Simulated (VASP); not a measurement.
Set up this calculation in VASP 6.6.1, as the native input.

| Quantity | Value |
| --- | --- |
| Task | single point |
| Functional | PBE |
| Potentials or basis | VASP PAW PBE potentials, release 64 (Mg, Zn, O) |
| Cutoff | 520 eV |
| k mesh | 6 × 6 × 4 |
| Occupations | gaussian, width 0.1 eV |
| Spin | no spin polarisation |
| Dipole correction | no |
| Further INCAR settings | ALGO = Normal; EDIFF = 1e-06; NBANDS = 28 |

The structure of MgZnO4 lies in POSCAR:

```
MgZnO4
1.0
    3.2515632500      0.0000000000      0.0000000000
    0.0000000000      3.2515632500      0.0000000000
    0.0000000000      0.0000000000      5.4857268000
Mg Zn O
1 1 4
Direct
    0.0000000000      0.0000000000      0.0000000000
    0.5000000000      0.5000000000      0.5000000000
    0.0000000000      0.0000000000      0.6013339800
    0.5000000000      0.5000000000      0.1024750000
    0.5000000000      0.5000000000      0.8975250000
    0.0000000000      0.0000000000      0.3986660200
```

These files were run (other wordings do the same):

INCAR

```
PREC = Accurate
ENCUT = 520
EDIFF = 1E-6
ISMEAR = 0
SIGMA = 0.1
LREAL = False
LASPH = True
NELM = 100
ALGO = Normal
ISIF = 2
LWAVE = False
LCHARG = True
GGA = PE
LELF = True
LVHAR = True
NBANDS = 28
```

KPOINTS

```
Automatic mesh
0
Gamma
  6 6 4
```

Potentials or basis: VASP PAW PBE potentials, release 64 (Mg, Zn, O).

The run is started by

```console
$ cat potpaw_PBE.64/Mg/POTCAR potpaw_PBE.64/Zn/POTCAR potpaw_PBE.64/O/POTCAR > POTCAR
$ mpirun -np 1 vasp_std > vasp.out
```

It gave:

- Pressure: 64.0 GPa
- Largest force: 30.612 eV/Å
- Band gap on the k mesh: zero (band 19 reaches 6.15 eV, above the bottom of band 20 at 5.33 eV)

Caveat: the standard files for N, O and F lose accuracy on very short bonds; forces of over 1 eV/Å act on the atoms, so gaps and moduli don't describe the material at rest.

It took 42 s on 1 thread of AMD EPYC 7R43 64-Core Processor (Zen 3), on a shared host, peak memory 0.15 GiB.
